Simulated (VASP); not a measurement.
A run of VASP 6.6.1 is set up as follows.

Contents of INCAR:

```
SYSTEM = LiF
  PREC = Accurate
  ENCUT = 520
  EDIFF = 1E-6
  ISMEAR = 0
  SIGMA = 0.05
  LREAL = .False.
  LASPH = .True.
  NELM = 60
  ALGO = Normal
  ISIF = 2
  LWAVE = .False.
  LCHARG = .False.
  GGA = PS
  NBANDS = 12
```

Contents of KPOINTS:

```
regular mesh
0
Gamma
  10 10 10
  0 0 0
```

POSCAR

```
LiF
1.0
    0.0000000000      2.0140000000      2.0140000000
    2.0140000000      0.0000000000      2.0140000000
    2.0140000000      2.0140000000      0.0000000000
Li F
1 1
Direct
    0.0351095721      0.0000000000      0.0000000000
    0.5000000000      0.5000000000      0.5000000000
```

Potentials or basis: VASP PAW PBE potentials, release 64 (Li_sv, F).

Run with:

```console
$ cat potpaw_PBE.64/Li_sv/POTCAR potpaw_PBE.64/F/POTCAR > POTCAR
$ mpirun -np 1 vasp_std > vasp.out
```

(1) Estimate the band gap on the k mesh.

(2) Predict the largest force.

Answers

(1) 8.90 eV, direct.

(2) 0.171 eV/Å.

Caveat: the cell differs from its parent crystal (all Li atoms moved -0.100 Å, as atom 1 towards its neighbour atom 1 (Li) at 2.848 Å); the PAW data sets were made with another functional, which shifts forces and pressure a little.
